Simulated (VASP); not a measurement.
# Sn3C (Pm-3m) in VASP: further runs

Sn3C is run at these levels: PBE; tasks: single point, relaxation of cell and atoms.

All numbers are computed with VASP 6.6.1; they aren't measurements. Logs are shortened: lines on timing, memory, paths and dates and some standing lists are left out, and cuts for length are marked.

## 1. The cell of the first run

Symmetry: Pm-3m, No. 221, cubic system. The conventional cell has a = 4.359 Å, b = 4.359 Å, c = 4.359 Å, α = 90.00°, β = 90.00°, γ = 90.00°. Within 4.1 Å of Sn (site symmetry 4/mmm) lie 8 Sn at 3.08 Å and 4 C at 3.08 Å. Within 4.1 Å of C (site symmetry m-3m) lie 12 Sn at 3.08 Å.

## 2. Single point, PBE

INCAR

```
ALGO = Normal
EDIFF = 1E-6
ENCUT = 520
GGA = PE
ISIF = 2
ISMEAR = 0
LASPH = True
LCHARG = False
LREAL = False
LWAVE = False
NBANDS = 31
NELM = 60
PREC = Accurate
SIGMA = 0.1
```

KPOINTS

```
k-points
0
Gamma
  4 4 4
```

POSCAR

```
Sn3C
1.0
    4.3587340124      0.0000000000      0.0000000000
    0.0000000000      4.3587340124      0.0000000000
    0.0000000000      0.0000000000      4.3587340124
Sn C
3 1
Direct
    0.0000000000      0.5000000000      0.5000000000
    0.5000000000      0.0000000000      0.5000000000
    0.5000000000      0.5000000000      0.0000000000
    0.0000000000      0.0000000000      0.0000000000
```

Potentials or basis: VASP PAW PBE potentials, release 64 (Sn_d, C).

Run with:

```bash
cat potpaw_PBE.64/Sn_d/POTCAR potpaw_PBE.64/C/POTCAR > POTCAR
mpirun -np 1 vasp_std > vasp.out
```

OUTCAR:

```text
EDIFF = 1E-6
   ENCUT = 520
   GGA = PE
   ISIF = 2
   ISMEAR = 0
   LASPH = True
   LREAL = False
   NELM = 60
   PREC = Accurate

 ion  position               nearest neighbor table
   1  0.000  0.500  0.500-   2 3.08   3 3.08   3 3.08   2 3.08   2 3.08   3 3.08   3 3.08   2 3.08

   2  0.500  0.000  0.500-   1 3.08   3 3.08   3 3.08   1 3.08   3 3.08   3 3.08   1 3.08   1 3.08

   3  0.500  0.500  0.000-   1 3.08   2 3.08   1 3.08   2 3.08   2 3.08   2 3.08   1 3.08   1 3.08

   4  0.000  0.000  0.000-

  LATTYP: Found a simple cubic cell.
 ALAT       =     4.3587340124

  Lattice vectors:

 A1 = (   4.3587340124,   0.0000000000,   0.0000000000)
 A2 = (   0.0000000000,   4.3587340124,   0.0000000000)
 A3 = (   0.0000000000,   0.0000000000,   4.3587340124)

Analysis of symmetry for initial positions (statically):
=====================================================================
 Subroutine PRICEL returns:
 Original cell was already a primitive cell.

 Routine SETGRP: Setting up the symmetry group for a
 simple cubic supercell.

 Subroutine GETGRP returns: Found 48 space group operations
[... 9 lines left out ...]

 Routine SETGRP: Setting up the symmetry group for a
 simple cubic supercell.

 Subroutine GETGRP returns: Found 48 space group operations
[... 11 lines left out ...]
                                     Primitive cell

  volume of cell :      82.8097

  direct lattice vectors                    reciprocal lattice vectors
     4.358734012  0.000000000  0.000000000     0.229424415  0.000000000  0.000000000
     0.000000000  4.358734012  0.000000000     0.000000000  0.229424415  0.000000000
     0.000000000  0.000000000  4.358734012     0.000000000  0.000000000  0.229424415

  length of vectors
     4.358734012  4.358734012  4.358734012     0.229424415  0.229424415  0.229424415

  position of ions in fractional coordinates (direct lattice)
     0.000000000  0.500000000  0.500000000
     0.500000000  0.000000000  0.500000000
     0.500000000  0.500000000  0.000000000
     0.000000000  0.000000000  0.000000000

  ion indices of the primitive-cell ions
   primitive index   ion index
                 1           1
                 2           2
                 3           3
                 4           4

----------------------------------------------------------------------------------------

 KPOINTS: k-points

Automatic generation of k-mesh.
 Grid dimensions read from file:
 generate k-points for:    4    4    4

 Generating k-lattice:

  Cartesian coordinates                     Fractional coordinates (reciprocal lattice)
     0.057356104  0.000000000  0.000000000     0.250000000  0.000000000  0.000000000
     0.000000000  0.057356104  0.000000000     0.000000000  0.250000000  0.000000000
     0.000000000  0.000000000  0.057356104     0.000000000  0.000000000  0.250000000

  Length of vectors
     0.057356104  0.057356104  0.057356104

  Shift w.r.t. Gamma in fractional coordinates (k-lattice)
     0.000000000  0.000000000  0.000000000

 Subroutine IBZKPT returns following result:
 ===========================================

 Found     10 irreducible k-points:

 Following reciprocal coordinates:
            Coordinates               Weight
  0.000000  0.000000  0.000000      1.000000
  0.250000  0.000000  0.000000      6.000000
  0.500000  0.000000  0.000000      3.000000
  0.250000  0.250000  0.000000     12.000000
  0.500000  0.250000  0.000000     12.000000
  0.500000  0.500000  0.000000      3.000000
  0.250000  0.250000  0.250000      8.000000
  0.500000  0.250000  0.250000     12.000000
  0.500000  0.500000  0.250000      6.000000
  0.500000  0.500000  0.500000      1.000000
   k-points           NKPTS =     10   k-points in BZ     NKDIM =     10   number of bands    NBANDS=     31
   number of dos      NEDOS =    301   number of ions     NIONS =      4
   total plane-waves  NPLWV =  32768
   dimension x,y,z NGX =    32 NGY =   32 NGZ =   32
   dimension x,y,z NGXF=    64 NGYF=   64 NGZF=   64
   ions per type =               3   1
   NGX,Y,Z   is equivalent  to a cutoff of  12.21, 12.21, 12.21 a.u.
   NGXF,Y,Z  is equivalent  to a cutoff of  24.41, 24.41, 24.41 a.u.
 SYSTEM =  unknown system
   PREC   = accura    normal or accurate (medium, high low for compatibility)
   ISTART =      0    job   : 0-new  1-cont  2-samecut
   ICHARG =      2    charge: 1-file 2-atom 10-const
   ISPIN  =      1    spin polarized calculation?
   LNONCOLLINEAR =      F non collinear calculations
   LSORBIT =      F    spin-orbit coupling
   LASPH  =      T    aspherical Exc in radial PAW
   ENCUT  =  520.0 eV  38.22 Ry    6.18 a.u.   8.10  8.10  8.10*2*pi/ulx,y,z
   NELM   =     60;   NELMIN=  2; NELMDL= -5     # of ELM steps
   EDIFF  = 0.1E-05   stopping-criterion for ELM
   LREAL  =      F    real-space projection
   EDIFFG = 0.1E-04   stopping-criterion for IOM
   NSW    =      0    number of steps for IOM
   IBRION =     -1    ionic relax: 0-MD 1-quasi-New 2-CG
   NFREE  =      0    steps in history (QN), initial steepest desc. (CG)
   ISIF   =      2    stress and relaxation
   ISYM   =      2    0-nonsym 1-usesym 2-fastsym
   POTIM  = 0.5000    time-step for ionic-motion
   TEBEG  =    0.0;   TEEND  =   0.0 temperature during run
   PSTRESS=    0.0 pullay stress
   NELECT =      46.0000    total number of electrons
   NUPDOWN=      -1.0000    fix difference up-down
   EMIN   =  10.00;   EMAX   =-10.00  energy-range for DOS
   EFERMI =   0.00;   METHOD = LEGACY
   ISMEAR =     0;   SIGMA  =   0.10  broadening in eV -4-tet -1-fermi 0-gaus
   EFERMI_NEDOS =   21; number of points for ismear=-14 and -15
   IALGO  =     38    algorithm
   IMIX   =      4    mixing-type and parameters
     AMIX     =   0.40;   BMIX     =  1.00
     AMIX_MAG =   1.60;   BMIX_MAG =  1.00
  volume/ion in A,a.u.               =      20.70       139.71
  Fermi-wavevector in a.u.,A,eV,Ry     =   1.345758  2.543114 24.641042  1.811065
  Thomas-Fermi vector in A             =   2.473645
   LORBIT       =      0    0 simple, 1 ext, 2 COOP (PROOUT), +10 PAW based schemes
   GGA     = PE    functional components
   LHFCALC =     F    Hartree Fock is set to
   AEXX    =    0.0000 exact exchange contribution
   IVDW    =     0    specifies the selected vdW correction
   LEPSILON=     F    determine dielectric tensor
   LRPA    =     F    only Hartree local field effects (RPA)
 non-spin polarized calculation
 Gauss-broadening in eV      SIGMA  =   0.10
  energy-cutoff  :      520.00
  volume of cell :       82.81
 maximum number of plane-waves:      2272
   NGX = 17   NGY = 17   NGZ = 17

 number of electron      45.9999982 magnetization

 Free energy of the ion-electron system (eV)
  ---------------------------------------------------
  ext. energy  EPLUGINS =         0.00000000
  ---------------------------------------------------
  free energy    TOTEN  =       -15.34015581 eV

  energy without entropy =      -15.32806541  energy(sigma->0) =      -15.33411061

 E-fermi :   8.7957     XC(G=0): -10.9086

 val. band max:        8.7888639220   @ k =   0.5000   0.5000   0.0000
 cond. band min:       8.8771588239   @ k =   0.2500   0.0000   0.0000
 fundamental gap:      0.0882949019
 Fermi energy:         8.7957005447

 k-point     1 :       0.0000    0.0000    0.0000
  band No.  band energies     occupation
      1     -13.1350      2.00000
      2     -13.1350      2.00000
      3     -13.1350      2.00000
      4     -13.0951      2.00000
      5     -12.9700      2.00000
      6     -12.9700      2.00000
[... 23 lines left out ...]
     30      16.3001      0.00000
     31      16.3001      0.00000

 k-point     2 :       0.2500    0.0000    0.0000
  band No.  band energies     occupation
      1     -13.1265      2.00000
      2     -13.0676      2.00000
      3     -13.0676      2.00000
      4     -13.0486      2.00000
      5     -12.9640      2.00000
      6     -12.9314      2.00000
[... 23 lines left out ...]
     30      15.4550      0.00000
     31      15.4565      0.00000

 k-point     3 :       0.5000    0.0000    0.0000
  band No.  band energies     occupation
      1     -13.1176      2.00000
      2     -12.9843      2.00000
      3     -12.9507      2.00000
      4     -12.9173      2.00000
      5     -12.9173      2.00000
      6     -12.8829      2.00000
[... 23 lines left out ...]
     30      14.3815      0.00000
     31      14.3815      0.00000

 k-point     4 :       0.2500    0.2500    0.0000
  band No.  band energies     occupation
      1     -13.0776      2.00000
      2     -13.0568      2.00000
      3     -13.0428      2.00000
      4     -12.9927      2.00000
      5     -12.9474      2.00000
      6     -12.8973      2.00000
[... 23 lines left out ...]
     30      13.6031      0.00000
     31      15.8290      0.00000

 k-point     5 :       0.5000    0.2500    0.0000
  band No.  band energies     occupation
      1     -13.0575      2.00000
      2     -12.9922      2.00000
      3     -12.9752      2.00000
      4     -12.9263      2.00000
      5     -12.9107      2.00000
      6     -12.8827      2.00000
[... 23 lines left out ...]
     30      14.3543      0.00000
     31      15.0275      0.00000

 k-point     6 :       0.5000    0.5000    0.0000
  band No.  band energies     occupation
      1     -13.0090      2.00000
      2     -13.0090      2.00000
      3     -12.9534      2.00000
      4     -12.8970      2.00000
      5     -12.8816      2.00000
      6     -12.8816      2.00000
[... 23 lines left out ...]
     30      16.1761      0.00000
     31      16.9420      0.00000

 k-point     7 :       0.2500    0.2500    0.2500
  band No.  band energies     occupation
      1     -13.0731      2.00000
      2     -13.0331      2.00000
      3     -13.0331      2.00000
      4     -12.9477      2.00000
      5     -12.9049      2.00000
      6     -12.9049      2.00000
[... 23 lines left out ...]
     30      15.9333      0.00000
     31      16.3484      0.00000

 k-point     8 :       0.5000    0.2500    0.2500
  band No.  band energies     occupation
      1     -13.0467      2.00000
      2     -12.9901      2.00000
      3     -12.9748      2.00000
      4     -12.9691      2.00000
      5     -12.9540      2.00000
      6     -12.9139      2.00000
[... 23 lines left out ...]
     30      15.2083      0.00000
     31      15.4448      0.00000

 k-point     9 :       0.5000    0.5000    0.2500
  band No.  band energies     occupation
      1     -13.0098      2.00000
      2     -13.0098      2.00000
      3     -12.9962      2.00000
      4     -12.9651      2.00000
      5     -12.9651      2.00000
      6     -12.9471      2.00000
[... 23 lines left out ...]
     30      16.3613      0.00000
     31      17.2434      0.00000

 k-point    10 :       0.5000    0.5000    0.5000
  band No.  band energies     occupation
      1     -13.0241      2.00000
      2     -13.0241      2.00000
      3     -13.0241      2.00000
      4     -12.9934      2.00000
      5     -12.9934      2.00000
      6     -12.9934      2.00000
[... 23 lines left out ...]
     30      17.6165      0.00000
     31      17.6165      0.00000

------------------------ aborting loop because EDIFF is reached ----------------------------------------

  FORCE on cell =-STRESS in cart. coord.  units (eV):
  Direction    XX          YY          ZZ          XY          YZ          ZX
  --------------------------------------------------------------------------------------
  -------------------------------------------------------------------------------------
  Total        3.3703670      3.3703670      3.3703670      0.0000000     -0.0000000      0.0000000
  in kB       65.2088701     65.2088701     65.2088701      0.0000000     -0.0000000      0.0000000
  external PRESSURE =      65.2088701 kB  Pullay stress =       0.0000000 kB

 VOLUME and BASIS-vectors are now :
 -----------------------------------------------------------------------------
  energy-cutoff  :      520.00
  volume of cell :       82.81
      direct lattice vectors                 reciprocal lattice vectors
     4.358734012  0.000000000  0.000000000     0.229424415  0.000000000  0.000000000
     0.000000000  4.358734012  0.000000000     0.000000000  0.229424415  0.000000000
     0.000000000  0.000000000  4.358734012     0.000000000  0.000000000  0.229424415

 POSITION                                       TOTAL-FORCE (eV/Angst)
 -----------------------------------------------------------------------------------
      0.00000      2.17937      2.17937         0.000000      0.000000      0.000000
      2.17937      0.00000      2.17937         0.000000      0.000000      0.000000
      2.17937      2.17937      0.00000         0.000000      0.000000      0.000000
      0.00000      0.00000      0.00000         0.000000      0.000000      0.000000
 -----------------------------------------------------------------------------------
    total drift:                                0.000000     -0.000000     -0.000000

  FREE ENERGIE OF THE ION-ELECTRON SYSTEM (eV)
  ---------------------------------------------------
  free  energy   TOTEN  =       -15.3401558066 eV

  energy  without entropy=      -15.3280654102  energy(sigma->0) =      -15.33411061
```

Run time: 8.4 s. Hardware: 1 thread of Intel Xeon 6975P-C (Granite Rapids), shared host; peak memory 0.18 GiB.

Results:

```yaml
Free_energy: -15.3402 eV
Pressure: 6.5 GPa
Band_gap_on_the_k_mesh: zero (band 23 reaches 9.61 eV, above the bottom of band 24 at 8.03 eV)
```

Caveat: the k points lie up to 0.36 Å⁻¹ apart; spin-orbit coupling is left out, which moves the levels of the heavy elements.

[end of part 1 of 2]
